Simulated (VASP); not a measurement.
CoO (zincblende type): single point with PBE

The system is CoO (zincblende type).

```
Co O
1.0
     0.00000    2.24956    2.24956
     2.24956    0.00000    2.24956
     2.24956    2.24956    0.00000
Co O
1 1
Direct
  0.00000 0.00000 0.00000
  0.25000 0.25000 0.25000
```

```
Program             : VASP 6.6.1
Task                : single point
Functional          : PBE
Potentials or basis : VASP PAW PBE potentials, release 64 (Co, O)
Cutoff              : 520 eV
k mesh              : 13 × 13 × 13
Occupations         : fermi-dirac, width 0.05 eV
Spin                : collinear spin, ferromagnetic start
Starting moments    : [2.0, 0.0] μB
```

| Item | Value |
| --- | --- |
| Pressure | -0.2 GPa |
| Net moment | 2.74 μB per cell |
| Site moments | Co +2.36; O +0.29 μB |
| Valence electrons inside the program's atomic spheres | Co 8.01; O 4.99 |

Levels at points of the mesh, in eV from the Fermi level:
Spin up:
| k point | band 5 | band 6 | band 7 | band 8 | band 9 | band 10 | band 11 | band 12 | band 13 | band 14 |
| --- | --- | --- | --- | --- | --- | --- | --- | --- | --- | --- |
| (0.00, 0.00, 0.00) | -2.19 | -2.19 | 0.20 | 0.33 | 0.33 | 0.33 | 14.26 | 14.26 | 14.26 | 20.25 |
Spin down:
```
           k point  band 2  band 3  band 4  band 5  band 6  band 7  band 8  band 9  band 10  band 11
(0.00, 0.00, 0.00)   -4.95   -4.95   -4.95   -0.53   -0.53    0.70    2.65    2.65     2.65    14.71
```

It took 42 s on 1 thread of AMD EPYC 9R45 96-Core Processor (Zen 5), with other jobs on the host, peak memory 0.16 GiB.

Caveat: a cell with one magnetic atom can't hold antiferromagnetic order, which such compounds often take; semilocal functionals often make such compounds metallic where correlation or magnetic order opens a gap, which also shifts bond lengths. With open d or f shells a metallic result of PBE can be an artefact of self-interaction; +U or a hybrid may open a gap.
